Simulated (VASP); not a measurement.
# Al6Pt (Im-3m) in VASP: single point with PBE

Aim: the single point of Al6Pt with PBE.

Program: VASP 6.6.1. These are calculated values, not measurements. Logs are shortened: lines on timing, memory, paths and dates and some standing lists are left out, and cuts for length are marked.

## (1) The cell of the first run

Symmetry: Im-3m, No. 229, cubic system. Conventional cell: a = 7.124 Å, b = 7.124 Å, c = 7.124 Å, α = 90.00°, β = 90.00°, γ = 90.00°. Al (site symmetry 4mm) has 1 Pt at 2.37 Å and 1 Al at 2.39 Å within 3.1 Å. Within 3.1 Å of Pt (site symmetry m-3m) lie 6 Al at 2.37 Å.

## (2) Single point, PBE

Input file INCAR:

```
ALGO = Fast
EDIFF = 1E-7
ENCUT = 520
GGA = PE
ISIF = 2
ISMEAR = 0
LASPH = T
LCHARG = F
LREAL = F
LWAVE = F
NBANDS = 23
NELM = 100
PREC = Accurate
SIGMA = 0.1
```

Input file KPOINTS:

```
k-points
0
Gamma
  4 4 4
```

Input file POSCAR:

```
Al6Pt
1.0
   -3.5619515147      3.5619515147      3.5619515147
    3.5619515147     -3.5619515147      3.5619515147
    3.5619515147      3.5619515147     -3.5619515147
Al Pt
6 1
Direct
    0.6676549250      0.6676549250      0.0000000000
    0.3323450750      0.3323450750      0.0000000000
    0.0000000000      0.3323450750      0.3323450750
    0.0000000000      0.6676549250      0.6676549250
    0.6676549250      0.0000000000      0.6676549250
    0.3323450750      0.0000000000      0.3323450750
    0.0000000000      0.0000000000      0.0000000000
```

Potentials or basis: VASP PAW PBE potentials, release 64 (Al, Pt).

Run with:

```bash
> cat potpaw_PBE.64/Al/POTCAR potpaw_PBE.64/Pt/POTCAR > POTCAR
> mpirun -np 1 vasp_std > vasp.out
```

OUTCAR:

```text
EDIFF = 1E-7
   ENCUT = 520
   GGA = PE
   ISIF = 2
   ISMEAR = 0
   LASPH = T
   LREAL = F
   NELM = 100
   PREC = Accurate

 ion  position               nearest neighbor table
   1  0.668  0.668  0.000-   7 2.37   2 2.39   6 3.35   4 3.35   5 3.35   3 3.35
   2  0.332  0.332  0.000-   7 2.37   1 2.39   6 3.35   3 3.35   4 3.35   5 3.35
   3  0.000  0.332  0.332-   7 2.37   4 2.39   6 3.35   2 3.35   5 3.35   1 3.35
   4  0.000  0.668  0.668-   7 2.37   3 2.39   1 3.35   2 3.35   5 3.35   6 3.35
   5  0.668  0.000  0.668-   7 2.37   6 2.39   1 3.35   4 3.35   2 3.35   3 3.35
   6  0.332  0.000  0.332-   7 2.37   5 2.39   2 3.35   3 3.35   4 3.35   1 3.35
   7  0.000  0.000  0.000-   1 2.37   2 2.37   3 2.37   4 2.37   5 2.37   6 2.37

  LATTYP: Found a body centered cubic cell.
 ALAT       =     7.1239030294

  Lattice vectors:

 A1 = (  -3.5619515147,   3.5619515147,   3.5619515147)
 A2 = (   3.5619515147,  -3.5619515147,   3.5619515147)
 A3 = (   3.5619515147,   3.5619515147,  -3.5619515147)

Analysis of symmetry for initial positions (statically):
=====================================================================
 Subroutine PRICEL returns:
 Original cell was already a primitive cell.

 Routine SETGRP: Setting up the symmetry group for a
 body centered cubic supercell.

 Subroutine GETGRP returns: Found 48 space group operations
[... 9 lines left out ...]

 Routine SETGRP: Setting up the symmetry group for a
 body centered cubic supercell.

 Subroutine GETGRP returns: Found 48 space group operations
[... 11 lines left out ...]
                                     Primitive cell

  volume of cell :     180.7690

  direct lattice vectors                    reciprocal lattice vectors
    -3.561951515  3.561951515  3.561951515     0.000000000  0.140372489  0.140372489
     3.561951515 -3.561951515  3.561951515     0.140372489  0.000000000  0.140372489
     3.561951515  3.561951515 -3.561951515     0.140372489  0.140372489  0.000000000

  length of vectors
     6.169480998  6.169480998  6.169480998     0.198516678  0.198516678  0.198516678

  position of ions in fractional coordinates (direct lattice)
     0.667654925  0.667654925  0.000000000
     0.332345075  0.332345075  0.000000000
     0.000000000  0.332345075  0.332345075
     0.000000000  0.667654925  0.667654925
     0.667654925  0.000000000  0.667654925
     0.332345075  0.000000000  0.332345075
     0.000000000  0.000000000  0.000000000

  ion indices of the primitive-cell ions
   primitive index   ion index
                 1           1
                 2           2
                 3           3
                 4           4
                 5           5
                 6           6
                 7           7

----------------------------------------------------------------------------------------

 KPOINTS: k-points

Automatic generation of k-mesh.
 Grid dimensions read from file:
 generate k-points for:    4    4    4

 Generating k-lattice:

  Cartesian coordinates                     Fractional coordinates (reciprocal lattice)
     0.000000000  0.035093122  0.035093122     0.250000000  0.000000000  0.000000000
     0.035093122  0.000000000  0.035093122     0.000000000  0.250000000  0.000000000
     0.035093122  0.035093122  0.000000000     0.000000000  0.000000000  0.250000000

  Length of vectors
     0.049629169  0.049629169  0.049629169

  Shift w.r.t. Gamma in fractional coordinates (k-lattice)
     0.000000000  0.000000000  0.000000000

 Subroutine IBZKPT returns following result:
 ===========================================

 Found      8 irreducible k-points:

 Following reciprocal coordinates:
            Coordinates               Weight
  0.000000  0.000000  0.000000      1.000000
  0.250000  0.000000  0.000000     12.000000
  0.500000  0.000000  0.000000      6.000000
  0.250000  0.250000  0.000000     24.000000
  0.250000  0.250000  0.250000      2.000000
 -0.250000  0.250000  0.250000      6.000000
  0.500000  0.500000  0.250000     12.000000
  0.500000  0.500000  0.500000      1.000000
   k-points           NKPTS =      8   k-points in BZ     NKDIM =      8   number of bands    NBANDS=     23
   number of dos      NEDOS =    301   number of ions     NIONS =      7
   total plane-waves  NPLWV = 110592
   dimension x,y,z NGX =    48 NGY =   48 NGZ =   48
   dimension x,y,z NGXF=    96 NGYF=   96 NGZF=   96
   ions per type =               6   1
   NGX,Y,Z   is equivalent  to a cutoff of  12.93, 12.93, 12.93 a.u.
   NGXF,Y,Z  is equivalent  to a cutoff of  25.87, 25.87, 25.87 a.u.
 SYSTEM =  unknown system
   PREC   = accura    normal or accurate (medium, high low for compatibility)
   ISTART =      0    job   : 0-new  1-cont  2-samecut
   ICHARG =      2    charge: 1-file 2-atom 10-const
   ISPIN  =      1    spin polarized calculation?
   LNONCOLLINEAR =      F non collinear calculations
   LSORBIT =      F    spin-orbit coupling
   LASPH  =      T    aspherical Exc in radial PAW
   ENCUT  =  520.0 eV  38.22 Ry    6.18 a.u.  11.47 11.47 11.47*2*pi/ulx,y,z
   NELM   =    100;   NELMIN=  2; NELMDL= -5     # of ELM steps
   EDIFF  = 0.1E-06   stopping-criterion for ELM
   LREAL  =      F    real-space projection
   EDIFFG = 0.1E-05   stopping-criterion for IOM
   NSW    =      0    number of steps for IOM
   IBRION =     -1    ionic relax: 0-MD 1-quasi-New 2-CG
   NFREE  =      0    steps in history (QN), initial steepest desc. (CG)
   ISIF   =      2    stress and relaxation
   ISYM   =      2    0-nonsym 1-usesym 2-fastsym
   POTIM  = 0.5000    time-step for ionic-motion
   TEBEG  =    0.0;   TEEND  =   0.0 temperature during run
   PSTRESS=    0.0 pullay stress
   NELECT =      28.0000    total number of electrons
   NUPDOWN=      -1.0000    fix difference up-down
   EMIN   =  10.00;   EMAX   =-10.00  energy-range for DOS
   EFERMI =   0.00;   METHOD = LEGACY
   ISMEAR =     0;   SIGMA  =   0.10  broadening in eV -4-tet -1-fermi 0-gaus
   EFERMI_NEDOS =   21; number of points for ismear=-14 and -15
   IALGO  =     68    algorithm
   IMIX   =      4    mixing-type and parameters
     AMIX     =   0.40;   BMIX     =  1.00
     AMIX_MAG =   1.60;   BMIX_MAG =  1.00
  volume/ion in A,a.u.               =      25.82       174.27
  Fermi-wavevector in a.u.,A,eV,Ry     =   0.879197  1.661441 10.517130  0.772987
  Thomas-Fermi vector in A             =   1.999388
   LORBIT       =      0    0 simple, 1 ext, 2 COOP (PROOUT), +10 PAW based schemes
   GGA     = PE    functional components
   LHFCALC =     F    Hartree Fock is set to
   AEXX    =    0.0000 exact exchange contribution
   IVDW    =     0    specifies the selected vdW correction
   LEPSILON=     F    determine dielectric tensor
   LRPA    =     F    only Hartree local field effects (RPA)
 non-spin polarized calculation
 RMM-DIIS sequential band-by-band and
 Gauss-broadening in eV      SIGMA  =   0.10
  energy-cutoff  :      520.00
  volume of cell :      180.77
 maximum number of plane-waves:      4904
 NGX is ok and might be reduce to    48
   NGX = 23   NGY = 23   NGZ = 23

 number of electron      28.0000000 magnetization

 Free energy of the ion-electron system (eV)
  ---------------------------------------------------
  ext. energy  EPLUGINS =         0.00000000
  ---------------------------------------------------
  free energy    TOTEN  =       -26.54032893 eV

  energy without entropy =      -26.53011695  energy(sigma->0) =      -26.53522294

 E-fermi :   4.4008     XC(G=0):  -8.6124

 val. band max:        4.3134315740   @ k =   0.5000   0.5000   0.5000
 cond. band min:       4.4628275401   @ k =   0.5000   0.5000   0.2500
 fundamental gap:      0.1493959661
 Fermi energy:         4.4008320012

 k-point     1 :       0.0000    0.0000    0.0000
  band No.  band energies     occupation
      1      -4.6485      2.00000
      2      -1.9885      2.00000
      3      -1.9885      2.00000
      4      -0.7317      2.00000
      5      -0.7317      2.00000
      6      -0.7317      2.00000
[... 15 lines left out ...]
     22       8.0298      0.00000
     23       9.3538      0.00000

 k-point     2 :       0.2500    0.0000    0.0000
  band No.  band energies     occupation
      1      -4.3492      2.00000
      2      -2.0671      2.00000
      3      -1.9042      2.00000
      4      -1.4423      2.00000
      5      -0.7817      2.00000
      6      -0.7445      2.00000
[... 15 lines left out ...]
     22       8.4765      0.00000
     23       8.5637      0.00000

 k-point     3 :       0.5000    0.0000    0.0000
  band No.  band energies     occupation
      1      -3.8293      2.00000
      2      -2.5576      2.00000
      3      -2.0493      2.00000
      4      -1.7626      2.00000
      5      -0.9587      2.00000
      6      -0.8300      2.00000
[... 15 lines left out ...]
     22       7.6408      0.00000
     23       8.0975      0.00000

 k-point     4 :       0.2500    0.2500    0.0000
  band No.  band energies     occupation
      1      -3.8655      2.00000
      2      -2.2250      2.00000
      3      -2.1955      2.00000
      4      -1.7478      2.00000
      5      -1.2403      2.00000
      6      -0.9342      2.00000
[... 15 lines left out ...]
     22       7.4498      0.00000
     23       7.8348      0.00000

 k-point     5 :       0.2500    0.2500    0.2500
  band No.  band energies     occupation
      1      -3.5761      2.00000
      2      -2.0124      2.00000
      3      -2.0124      2.00000
      4      -2.0124      2.00000
      5      -1.7608      2.00000
      6      -1.7608      2.00000
[... 15 lines left out ...]
     22       8.8092      0.00000
     23       8.8181      0.00000

 k-point     6 :      -0.2500    0.2500    0.2500
  band No.  band energies     occupation
      1      -4.0933      2.00000
      2      -2.2623      2.00000
      3      -2.0654      2.00000
      4      -1.6042      2.00000
      5      -0.7562      2.00000
      6      -0.7562      2.00000
[... 15 lines left out ...]
     22       7.7348      0.00000
     23       8.7935      0.00000

 k-point     7 :       0.5000    0.5000    0.2500
  band No.  band energies     occupation
      1      -3.6967      2.00000
      2      -2.5539      2.00000
      3      -2.3848      2.00000
      4      -1.4137      2.00000
      5      -0.8940      2.00000
      6      -0.7662      2.00000
[... 15 lines left out ...]
     22       7.9600      0.00000
     23       8.0990      0.00000

 k-point     8 :       0.5000    0.5000    0.5000
  band No.  band energies     occupation
      1      -3.5714      2.00000
      2      -2.5468      2.00000
      3      -2.5468      2.00000
      4      -0.6137      2.00000
      5      -0.6137      2.00000
      6      -0.6137      2.00000
[... 15 lines left out ...]
     22       8.2251      0.00000
     23       9.0325      0.00000

------------------------ aborting loop because EDIFF is reached ----------------------------------------

  FORCE on cell =-STRESS in cart. coord.  units (eV):
  Direction    XX          YY          ZZ          XY          YZ          ZX
  --------------------------------------------------------------------------------------
  -------------------------------------------------------------------------------------
  Total        0.0304534      0.0304534      0.0304534      0.0000000      0.0000000      0.0000000
  in kB        0.2699125      0.2699125      0.2699125      0.0000000      0.0000000      0.0000000
  external PRESSURE =       0.2699125 kB  Pullay stress =       0.0000000 kB

 VOLUME and BASIS-vectors are now :
 -----------------------------------------------------------------------------
  energy-cutoff  :      520.00
  volume of cell :      180.77
      direct lattice vectors                 reciprocal lattice vectors
    -3.561951515  3.561951515  3.561951515     0.000000000  0.140372489  0.140372489
     3.561951515 -3.561951515  3.561951515     0.140372489  0.000000000  0.140372489
     3.561951515  3.561951515 -3.561951515     0.140372489  0.140372489  0.000000000

 POSITION                                       TOTAL-FORCE (eV/Angst)
 -----------------------------------------------------------------------------------
      0.00000      0.00000      4.75631         0.000000      0.000000      0.031659
      0.00000      0.00000      2.36759         0.000000      0.000000     -0.031659
      2.36759      0.00000      0.00000        -0.031659      0.000000     -0.000000
      4.75631      0.00000      0.00000         0.031659      0.000000     -0.000000
      0.00000      4.75631      0.00000         0.000000      0.031659     -0.000000
      0.00000      2.36759      0.00000         0.000000     -0.031659     -0.000000
      0.00000      0.00000      0.00000         0.000000      0.000000      0.000000
 -----------------------------------------------------------------------------------
    total drift:                                0.000000     -0.000000      0.000000

  FREE ENERGIE OF THE ION-ELECTRON SYSTEM (eV)
  ---------------------------------------------------
  free  energy   TOTEN  =       -26.5403289288 eV

  energy  without entropy=      -26.5301169501  energy(sigma->0) =      -26.53522294
```

It took 50 s on 1 thread of AMD EPYC 7R13 (Zen 3), shared host; peak memory 0.29 GiB.

What came out:

| Quantity | Value |
| --- | --- |
| Free energy | -26.5403 eV |
| Pressure | 0.0 GPa |
| Largest force | 0.032 eV/Å |
| Band gap on the k mesh | zero (band 14 reaches 4.54 eV, above the bottom of band 15 at 2.99 eV) |

Forces in eV/Å, atoms in the order of the input:
```
Al   0.000  0.000  0.032
Al   0.000  0.000 -0.032
Al  -0.032  0.000  0.000
Al   0.032  0.000  0.000
Al   0.000  0.032  0.000
Al   0.000 -0.032  0.000
Pt   0.000  0.000  0.000
```

Caveat: spin-orbit coupling is left out, which moves the levels of the heavy elements.
